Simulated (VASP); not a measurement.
Here is a VASP 6.6.1 calculation.

The input INCAR:

```
SYSTEM = Sb
PREC = Accurate
ENCUT = 520
EDIFF = 1E-8
ISMEAR = -1
SIGMA = 0.03
LREAL = .False.
LASPH = .True.
NELM = 60
ALGO = Normal
ISIF = 2
LWAVE = .False.
LCHARG = .False.
GGA = CA
LEFG = .True.
NBANDS = 12
```

KPOINTS

```
regular mesh
0
Gamma
  12 12 7
  0 0 0
```

Contents of POSCAR:

```
Sb
1.0
    3.3913120892      0.0000000000      0.0000000000
   -1.6956560446      2.9369624214      0.0000000000
    0.0000000000      0.0000000000      5.3652990420
Sb
2
Direct
    0.3333333333      0.6666666667      0.2500000000
    0.6666666667      0.3333333333      0.7500000000
```

Potentials or basis: VASP PAW LDA potentials, release 64 (Sb).

Run with:

```console
$ cat potpaw_LDA.64/Sb/POTCAR > POTCAR
$ mpirun -np 1 vasp_std > vasp.out
```

(1) What does it give for the pressure?

(2) Estimate the band gap on the k mesh.

## Answers

(1) -2.5 GPa.

(2) zero (band 5 reaches 12.36 eV, above the bottom of band 6 at 5.67 eV).

Caveat: without QUAD_EFG the Cq values of the log hold for a quadrupole moment of 1 mb, not for the nuclei; spin-orbit coupling is left out, which moves the levels of the heavy elements.
